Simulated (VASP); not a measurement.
# Ni (P6/mmm) in VASP: further runs

The runs below take Ni through single point, relaxation of cell and atoms, with revPBE.

Program: VASP 6.6.1. These are calculated values, not measurements. Logs are shortened: lines on timing, memory, paths and dates and some standing lists are left out, and cuts for length are marked.

**1. The cell of the first run**

Symmetry: P6/mmm, No. 191, hexagonal system. Conventional cell: a = 4.021 Å, b = 4.021 Å, c = 2.420 Å, α = 90.00°, β = 90.00°, γ = 120.00°. Within 3.2 Å of Ni (site symmetry 6/mmm) lie 14 Ni at 2.42 to 2.62 Å. Ni (site symmetry -6m2) has 11 Ni at 2.32 to 2.62 Å within 3.1 Å.

**2. Single point, revPBE**

Contents of INCAR:

```
  PREC = Accurate
  ENCUT = 520
  EDIFF = 1E-7
  ISMEAR = -1
  SIGMA = 0.1
  LREAL = False
  LASPH = True
  NELM = 100
  ALGO = Normal
  ISIF = 2
  LWAVE = False
  LCHARG = False
  GGA = RE
  NBANDS = 22
```

Contents of KPOINTS:

```
regular mesh
0
Gamma
  9 9 13
```

Contents of POSCAR:

```
Ni
1.0
    4.0211115337      0.0000000000      0.0000000000
   -2.0105557668      3.4823847396      0.0000000000
    0.0000000000      0.0000000000      2.4201954129
Ni
3
Direct
    0.0000000000      1.0000000000      0.0000000000
    0.3333333333      0.6666666667      0.5000000000
    0.6666666667      0.3333333333      0.5000000000
```

Potentials or basis: VASP PAW PBE potentials, release 64 (Ni).

On the command line:

```console
> cat potpaw_PBE.64/Ni/POTCAR > POTCAR
> mpirun -np 1 vasp_std > vasp.out
```

OUTCAR:

```text
PREC = Accurate
   ENCUT = 520
   EDIFF = 1E-7
   ISMEAR = -1
   LREAL = False
   LASPH = True
   NELM = 100
   ISIF = 2
   GGA = RE

 ion  position               nearest neighbor table
   1  0.000  0.000  0.000-   2 2.62   3 2.62   2 2.62   3 2.62   2 2.62   2 2.62   3 2.62   3 2.62
                             3 2.62   3 2.62   2 2.62   2 2.62
   2  0.333  0.667  0.500-   3 2.32   3 2.32   3 2.32   1 2.62   1 2.62   1 2.62   1 2.62   1 2.62
                             1 2.62
   3  0.667  0.333  0.500-   2 2.32   2 2.32   2 2.32   1 2.62   1 2.62   1 2.62   1 2.62   1 2.62
                             1 2.62

  LATTYP: Found a hexagonal cell.
 ALAT       =     4.0211115337
 C/A-ratio  =     0.6018722417

  Lattice vectors:

 A1 = (   4.0211115337,   0.0000000000,   0.0000000000)
 A2 = (  -2.0105557668,   3.4823847396,   0.0000000000)
 A3 = (   0.0000000000,   0.0000000000,   2.4201954129)

Analysis of symmetry for initial positions (statically):
=====================================================================
 Subroutine PRICEL returns:
 Original cell was already a primitive cell.

 Routine SETGRP: Setting up the symmetry group for a
 hexagonal supercell.

 Subroutine GETGRP returns: Found 24 space group operations
 (whereof 24 operations were pure point group operations)
 out of a pool of 24 trial point group operations.

The static configuration has the point symmetry D_6h.

Analysis of symmetry for dynamics (positions and initial velocities):
=====================================================================
 Subroutine PRICEL returns:
 Original cell was already a primitive cell.

 Routine SETGRP: Setting up the symmetry group for a
 hexagonal supercell.

 Subroutine GETGRP returns: Found 24 space group operations
 (whereof 24 operations were pure point group operations)
 out of a pool of 24 trial point group operations.

The dynamic configuration has the point symmetry D_6h.

 Subroutine INISYM returns: Found 24 space group operations
 (whereof 24 operations are pure point group operations),
 and found     1 'primitive' translations

----------------------------------------------------------------------------------------

                                     Primitive cell

  volume of cell :      33.8901

  direct lattice vectors                    reciprocal lattice vectors
     4.021111534  0.000000000  0.000000000     0.248687457  0.143579770  0.000000000
    -2.010555767  3.482384740  0.000000000     0.000000000  0.287159540  0.000000000
     0.000000000  0.000000000  2.420195413     0.000000000  0.000000000  0.413189776

  length of vectors
     4.021111534  4.021111534  2.420195413     0.287159540  0.287159540  0.413189776

  position of ions in fractional coordinates (direct lattice)
     0.000000000  0.000000000  0.000000000
     0.333333333  0.666666667  0.500000000
     0.666666667  0.333333333  0.500000000

  ion indices of the primitive-cell ions
   primitive index   ion index
                 1           1
                 2           2
                 3           3

----------------------------------------------------------------------------------------

 KPOINTS: regular mesh

Automatic generation of k-mesh.
 Grid dimensions read from file:
 generate k-points for:    9    9   13

 Generating k-lattice:

  Cartesian coordinates                     Fractional coordinates (reciprocal lattice)
     0.027631940  0.015953308  0.000000000     0.111111111 -0.000000000  0.000000000
     0.000000000  0.031906616  0.000000000     0.000000000  0.111111111  0.000000000
     0.000000000  0.000000000  0.031783829     0.000000000  0.000000000  0.076923077

  Length of vectors
     0.031906616  0.031906616  0.031783829

  Shift w.r.t. Gamma in fractional coordinates (k-lattice)
     0.000000000  0.000000000  0.000000000

 Subroutine IBZKPT returns following result:
 ===========================================

 Found     84 irreducible k-points:

 Following reciprocal coordinates:
            Coordinates               Weight
  0.000000  0.000000  0.000000      1.000000
  0.111111 -0.000000  0.000000      6.000000
  0.222222 -0.000000  0.000000      6.000000
  0.333333 -0.000000  0.000000      6.000000
  0.444444 -0.000000  0.000000      6.000000
  0.111111  0.111111  0.000000      6.000000
[... 16 lines left out ...]
  0.333333  0.222222  0.076923     24.000000
  0.333333  0.333333  0.076923      4.000000
 [... further k-points ...]
   k-points           NKPTS =     84   k-points in BZ     NKDIM =     84   number of bands    NBANDS=     22
   number of dos      NEDOS =    301   number of ions     NIONS =      3
   total plane-waves  NPLWV =  16200
   dimension x,y,z NGX =    30 NGY =   30 NGZ =   18
   dimension x,y,z NGXF=    60 NGYF=   60 NGZF=   36
   ions per type =               3
   NGX,Y,Z   is equivalent  to a cutoff of  12.40, 12.40, 12.36 a.u.
   NGXF,Y,Z  is equivalent  to a cutoff of  24.81, 24.81, 24.73 a.u.
 SYSTEM =  unknown system
   PREC   = accura    normal or accurate (medium, high low for compatibility)
   ISTART =      0    job   : 0-new  1-cont  2-samecut
   ICHARG =      2    charge: 1-file 2-atom 10-const
   ISPIN  =      1    spin polarized calculation?
   LNONCOLLINEAR =      F non collinear calculations
   LSORBIT =      F    spin-orbit coupling
   LASPH  =      T    aspherical Exc in radial PAW
   ENCUT  =  520.0 eV  38.22 Ry    6.18 a.u.   7.48  7.48  4.50*2*pi/ulx,y,z
   NELM   =    100;   NELMIN=  2; NELMDL= -5     # of ELM steps
   EDIFF  = 0.1E-06   stopping-criterion for ELM
   LREAL  =      F    real-space projection
   EDIFFG = 0.1E-05   stopping-criterion for IOM
   NSW    =      0    number of steps for IOM
   IBRION =     -1    ionic relax: 0-MD 1-quasi-New 2-CG
   NFREE  =      0    steps in history (QN), initial steepest desc. (CG)
   ISIF   =      2    stress and relaxation
   ISYM   =      2    0-nonsym 1-usesym 2-fastsym
   POTIM  = 0.5000    time-step for ionic-motion
   TEBEG  =    0.0;   TEEND  =   0.0 temperature during run
   PSTRESS=    0.0 pullay stress
   NELECT =      30.0000    total number of electrons
   NUPDOWN=      -1.0000    fix difference up-down
   EMIN   =  10.00;   EMAX   =-10.00  energy-range for DOS
   EFERMI =   0.00;   METHOD = LEGACY
   ISMEAR =    -1;   SIGMA  =   0.10  broadening in eV -4-tet -1-fermi 0-gaus
   EFERMI_NEDOS =   21; number of points for ismear=-14 and -15
   IALGO  =     38    algorithm
   IMIX   =      4    mixing-type and parameters
     AMIX     =   0.40;   BMIX     =  1.00
     AMIX_MAG =   1.60;   BMIX_MAG =  1.00
  volume/ion in A,a.u.               =      11.30        76.23
  Fermi-wavevector in a.u.,A,eV,Ry     =   1.571897  2.970455 33.618103  2.470861
  Thomas-Fermi vector in A             =   2.673412
   LORBIT       =      0    0 simple, 1 ext, 2 COOP (PROOUT), +10 PAW based schemes
   GGA     = RE    functional components
   LHFCALC =     F    Hartree Fock is set to
   AEXX    =    0.0000 exact exchange contribution
   IVDW    =     0    specifies the selected vdW correction
   LEPSILON=     F    determine dielectric tensor
   LRPA    =     F    only Hartree local field effects (RPA)
 non-spin polarized calculation
  energy-cutoff  :      520.00
  volume of cell :       33.89
 maximum number of plane-waves:       933
 NGX is ok and might be reduce to    30
   NGX = 15   NGY = 15   NGZ =  9

 number of electron      29.9999982 magnetization

 Free energy of the ion-electron system (eV)
  ---------------------------------------------------
  ext. energy  EPLUGINS =         0.00000000
  ---------------------------------------------------
  free energy    TOTEN  =       -14.84296376 eV

  energy without entropy =      -14.57533184  energy(sigma->0) =      -14.70914780

 E-fermi :   8.8089     XC(G=0): -12.9329

 val. band max:        8.8077465101   @ k =   0.3333   0.3333   0.3846
 cond. band min:       8.8097133950   @ k =   0.3333   0.2222   0.3846
 fundamental gap:      0.0019668849
 Fermi energy:         8.8089441377

 k-point     1 :       0.0000    0.0000    0.0000
  band No.  band energies     occupation
      1       0.2099      2.00000
      2       5.1564      2.00000
      3       6.2187      2.00000
      4       6.2187      2.00000
      5       6.2417      2.00000
      6       6.2417      2.00000
[... 14 lines left out ...]
     21      17.1096      0.00000
     22      17.2369      0.00000

 k-point     2 :       0.1111   -0.0000    0.0000
  band No.  band energies     occupation
      1       0.3740      2.00000
      2       5.1580      2.00000
      3       5.8467      2.00000
      4       6.0534      2.00000
      5       6.1643      2.00000
      6       6.5228      2.00000
[... 14 lines left out ...]
     21      17.8993      0.00000
     22      18.6022      0.00000

 k-point     3 :       0.2222   -0.0000    0.0000
  band No.  band energies     occupation
      1       0.8574      2.00000
      2       5.0445      2.00000
      3       5.4605      2.00000
      4       5.8794      2.00000
      5       6.0089      2.00000
      6       6.5375      2.00000
[... 14 lines left out ...]
     21      19.3685      0.00000
     22      21.3733      0.00000

 k-point     4 :       0.3333   -0.0000    0.0000
  band No.  band energies     occupation
      1       1.6306      2.00000
      2       4.6572      2.00000
      3       4.9273      2.00000
      4       5.8527      2.00000
      5       6.0641      2.00000
      6       6.4264      2.00000
[... 14 lines left out ...]
     21      21.3226      0.00000
     22      24.3905      0.00000

 k-point     5 :       0.4444   -0.0000    0.0000
  band No.  band energies     occupation
      1       2.6309      2.00000
      2       3.7375      2.00000
      3       4.6456      2.00000
      4       6.0325      2.00000
      5       6.1523      2.00000
      6       6.2448      2.00000
[... 417 lines left out ...]
 k-point    22 :       0.2222    0.2222    0.0769
  band No.  band energies     occupation
      1       2.2077      2.00000
      2       4.5709      2.00000
      3       4.8142      2.00000
      4       5.9491      2.00000
      5       6.3041      2.00000
      6       6.5549      2.00000
[... 14 lines left out ...]
     21      24.9788      0.00000
     22      25.1253      0.00000

 k-point    23 :       0.3333    0.2222    0.0769
  band No.  band energies     occupation
      1       3.1113      2.00000
      2       4.0119      2.00000
      3       4.4836      2.00000
      4       6.1464      2.00000
      5       6.2710      2.00000
      6       6.4296      2.00000
[... 14 lines left out ...]
     21      22.7351      0.00000
     22      26.9292      0.00000

 k-point    24 :       0.3333    0.3333    0.0769
  band No.  band energies     occupation
      1       3.7404      2.00000
      2       3.9782      2.00000
      3       3.9782      2.00000
      4       6.2549      2.00000
      5       6.2549      2.00000
      6       6.4480      2.00000
[... 14 lines left out ...]
     21      20.1321      0.00000
     22      28.3272      0.00000

 [... further k-points ...]

------------------------ aborting loop because EDIFF is reached ----------------------------------------

  FORCE on cell =-STRESS in cart. coord.  units (eV):
  Direction    XX          YY          ZZ          XY          YZ          ZX
  --------------------------------------------------------------------------------------
  -------------------------------------------------------------------------------------
  Total        0.0407252      0.0407252      0.0074243      0.0000000      0.0000000      0.0000000
  in kB        1.9253096      1.9253096      0.3509872      0.0000000      0.0000000      0.0000000
  external PRESSURE =       1.4005355 kB  Pullay stress =       0.0000000 kB

 VOLUME and BASIS-vectors are now :
 -----------------------------------------------------------------------------
  energy-cutoff  :      520.00
  volume of cell :       33.89
      direct lattice vectors                 reciprocal lattice vectors
     4.021111534  0.000000000  0.000000000     0.248687457  0.143579770  0.000000000
    -2.010555767  3.482384740  0.000000000     0.000000000  0.287159540  0.000000000
     0.000000000  0.000000000  2.420195413     0.000000000  0.000000000  0.413189776

 POSITION                                       TOTAL-FORCE (eV/Angst)
 -----------------------------------------------------------------------------------
      0.00000      0.00000      0.00000         0.000000      0.000000      0.000000
     -0.00000      2.32159      1.21010         0.000000      0.000000      0.000000
      2.01056      1.16079      1.21010        -0.000000      0.000000      0.000000
 -----------------------------------------------------------------------------------
    total drift:                               -0.000000      0.000000      0.000000

  FREE ENERGIE OF THE ION-ELECTRON SYSTEM (eV)
  ---------------------------------------------------
  free  energy   TOTEN  =       -14.8429637644 eV

  energy  without entropy=      -14.5753318443  energy(sigma->0) =      -14.70914780
```

It took 70 s on 1 thread of AMD EPYC 7R13 (Zen 3), shared host; peak memory 0.14 GiB.

Results:

```yaml
Free_energy: -14.8430 eV
Pressure: 0.1 GPa
Band_gap_on_the_k_mesh: zero (band 15 reaches 9.17 eV, above the bottom of band 16 at 8.63 eV)
```

Caveat: the PAW data sets were made with another functional, which shifts forces and pressure a little; the run has no spin polarisation, though such a crystal can be magnetic.

**3. Relaxation of cell and atoms, revPBE**

This run uses another cell than the first one, of 10.94 Å³/atom, 0.968 times its volume.

Contents of INCAR:

```
PREC = Accurate ; ENCUT = 600
EDIFF = 1E-6 ; ISMEAR = -1
SIGMA = 0.1 ; LREAL = False
LASPH = True ; NELM = 100
ALGO = Normal ; ISIF = 3
LWAVE = False ; LCHARG = False
GGA = RE ; IBRION = 2
NSW = 80 ; EDIFFG = -0.01
```

Contents of KPOINTS:

```
Automatic mesh
0
Gamma
  9 9 13
```

Contents of POSCAR:

```
Ni
1.0
    3.9540713024      0.0000000000      0.0000000000
   -1.9770356512      3.4243261962      0.0000000000
    0.0000000000      0.0000000000      2.4238457083
Ni
3
Direct
    0.0000000000      0.0000000000      0.0000000000
    0.3333333333      0.6666666667      0.5000000000
    0.6666666667      0.3333333333      0.5000000000
```

Potentials or basis: VASP PAW PBE potentials, release 64 (Ni).

On the command line:

```console
> cat potpaw_PBE.64/Ni/POTCAR > POTCAR
> mpirun -np 1 vasp_std > vasp.out
```

Run time: 5.6 min. Hardware: 1 thread of AMD EPYC 7R13 (Zen 3), shared host; peak memory 0.16 GiB.

The run converged. Its results:

* Free energy: -14.8411 eV
* Relaxed volume: 11.30 Å³/atom
* Relaxed cell: a = 4.023 Å, b = 4.023 Å, c = 2.419 Å, α = 90.00°, β = 90.00°, γ = 120.00°
* Space group after relaxing (to 0.05 Å): P6/mmm (No. 191)
* Energy gained by relaxing: 9.5 meV/atom
* Ionic steps: 8
* Pressure after relaxing: 0.0 GPa
* Band gap on the k mesh: zero (band 15 reaches 9.16 eV, above the bottom of band 16 at 8.62 eV)

Step by step:
```
step  energy change (eV)  largest force (eV/Å)  pressure (GPa)  volume (Å³)
   1              0.0000                0.0000            6.28        32.82
   2             -0.0136                0.0000           -4.71        34.89
   3             -0.0274                0.0000           -0.37        34.00
   4             -0.0274                0.0000           -0.57        34.03
   5             -0.0286                0.0000           -0.15        33.93
   6             -0.0286                0.0000           -0.21        33.93
   7             -0.0286                0.0000            0.14        33.87
   8             -0.0286                0.0000            0.03        33.90
```

Final structure:
```
CELL_PARAMETERS angstrom
4.02250 0.00000 0.00000
-2.01125 3.48359 0.00000
0.00000 0.00000 2.41950
ATOMIC_POSITIONS crystal
Ni 0.00000 0.00000 0.00000
Ni 0.33333 0.66667 0.50000
Ni 0.66667 0.33333 0.50000
```

Levels at points of the mesh, in eV from the Fermi level:
```csv
k point,band 14,band 15,band 16,band 17,band 18,band 19
"(0.00, 0.00, 0.00)",-0.93,0.06,0.06,6.15,6.15,6.16
```

Caveat: the PAW data sets were made with another functional, which shifts forces and pressure a little; the run has no spin polarisation, though such a crystal can be magnetic. Spin polarisation is off, so any magnetic state and its effect on volume and gap are missing.
